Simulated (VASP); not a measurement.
Ga2Sb3:

```
Ga Sb
1.0
     1.95745    1.13013    9.07376
    -1.95745    1.13013    9.07376
     0.00000   -2.26027    9.07376
Ga Sb
2 3
Direct
  0.40000 0.40000 0.40000
  0.60000 0.60000 0.60000
  0.00000 0.00000 0.00000
  0.20950 0.20950 0.20950
  0.79050 0.79050 0.79050
```

| Item | Value |
| --- | --- |
| Program | VASP 6.6.1 |
| Task | relaxation of cell and atoms |
| Functional | PBE |
| Potentials or basis | VASP PAW PBE potentials, release 64 (Ga_d, Sb) |
| Cutoff | 600 eV |
| k mesh | 6 × 6 × 6 |
| Occupations | gaussian, width 0.1 eV |
| Spin | no spin polarisation |

At the start: pressure 3.5 GPa; volume 24.09 Å³/atom.

**Question.** How do energy, volume and symmetry change on relaxing?

**Answer.** Over 15 steps the energy falls by 88.5 meV/atom and the volume is 26.48 Å³/atom (+9.9 %); space group R-3m (No. 166, to 0.05 Å).

The path:
| step | energy change (eV) | largest force (eV/Å) | pressure (GPa) | volume (Å³) |
| --- | --- | --- | --- | --- |
| 1 | 0.0000 | 0.5426 | 3.45 | 120.44 |
| 2 | -0.1264 | 0.3671 | -1.07 | 129.69 |
| 3 | -0.1265 | 0.3676 | -1.04 | 129.59 |
| 4 | -0.1958 | 0.3799 | -0.86 | 128.98 |
| 5 | -0.3296 | 0.3623 | 0.45 | 126.70 |
| 6 | -0.3320 | 0.3263 | 1.38 | 125.29 |
| 7 | -0.3389 | 0.3026 | 1.01 | 125.84 |
| 8 | -0.3725 | 0.3208 | -0.36 | 130.26 |
| 9 | -0.3725 | 0.3212 | -0.32 | 130.20 |
| 10 | -0.4109 | 0.2029 | 0.13 | 130.17 |
| 11 | -0.4230 | 0.2497 | 0.66 | 130.13 |
| 12 | -0.4379 | 0.0531 | -0.71 | 134.33 |
| 13 | -0.4400 | 0.0410 | -0.37 | 133.22 |
| 14 | -0.4415 | 0.0346 | 0.19 | 131.89 |
| 15 | -0.4424 | 0.0115 | -0.04 | 132.39 |

Final structure:
```
CELL_PARAMETERS angstrom
2.12118 1.22467 8.49362
-2.12118 1.22467 8.49362
0.00000 -2.44933 8.49362
ATOMIC_POSITIONS crystal
Ga 0.39166 0.39166 0.39166
Ga 0.60834 0.60834 0.60834
Sb 0.00000 0.00000 0.00000
Sb 0.19963 0.19963 0.19963
Sb 0.80037 0.80037 0.80037
```
